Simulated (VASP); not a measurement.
Input of a VASP 6.6.1 run:

INCAR

```
SYSTEM = Zn
  ALGO = Normal
  EDIFF = 1E-8
  ENCUT = 520
  GGA = PE
  IBRION = 8
  ISIF = 2
  ISMEAR = -1
  LASPH = .True.
  LCHARG = .False.
  LREAL = .False.
  LWAVE = .False.
  NELM = 100
  NSW = 1
  PREC = Accurate
  SIGMA = 0.15
```

Contents of KPOINTS:

```
k-points
0
Gamma
  18 18 8
  0 0 0
```

The input POSCAR:

```
Zn
1.0
    2.6407970161      0.0000000000      0.0000000000
   -1.3203985081      2.2869973022      0.0000000000
    0.0000000000      0.0000000000      5.0660595803
Zn
2
Direct
    0.3333333333      0.6666666667      0.2500000000
    0.6666666667      0.3333333333      0.7500000000
```

Potentials or basis: VASP PAW PBE potentials, release 64 (Zn).

Command:

```sh
$ cat potpaw_PBE.64/Zn/POTCAR > POTCAR
$ mpirun -np 1 vasp_std > vasp.out
```

Task: Estimate the highest phonon frequency at Γ.

Result: 126 cm⁻¹.

Phonon frequencies in cm⁻¹ (negative: imaginary):
| q point | frequencies |
| --- | --- |
| (0.000, 0.000, 0.000) | 0 0 0 62 62 126 |
